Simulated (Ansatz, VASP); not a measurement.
Mo: VASP beside Ansatz

```
CELL_PARAMETERS angstrom
3.09693 0.00000 0.00000
0.00000 4.37972 0.00000
0.00000 0.00000 33.47113
ATOMIC_POSITIONS crystal
Mo 0.00000 0.62479 0.47762
Mo 0.50000 0.13617 0.47052
Mo 0.50000 0.62228 0.54203
Mo 0.00000 0.12097 0.54153
Mo 0.00000 0.61981 0.61019
Mo 0.50000 0.11973 0.60967
Mo 0.50000 0.62061 0.67769
Mo 0.00000 0.12054 0.67805
Mo 0.00000 0.62114 0.74630
Mo 0.50000 0.12047 0.74588
Mo 0.50000 0.62059 0.81128
Mo 0.00000 0.12135 0.81154
```

Alike in both runs: task single point; functional PBE; k mesh 12 × 8 × 1; occupations methfessel-paxton of order 1, width 0.1 eV; no spin polarisation.

|  | VASP | Ansatz |
| --- | --- | --- |
| version | VASP 6.6.1 | Ansatz 0.2.0 |
| potentials or method | VASP PAW PBE potentials, release 64 (Mo_sv), cutoff 400 eV | scalar-relativistic, plane waves, PAW |
| valence electrons in the cell | 168 | 168 |

```csv
,VASP,Ansatz,Ansatz less VASP
gap on the k mesh at the Fermi level (eV),none,none,-
rms of the force components (eV/Å),0.194,0.196,+0.0023
```

Atom by atom the forces differ by 0.009 eV/Å (rms over components). A gap of «none» marks a metal or a gap that the smearing closes. With one functional, cell and mesh, what is left measures potentials, basis and numerics. Ansatz's warnings: xc potential rough in thin density.
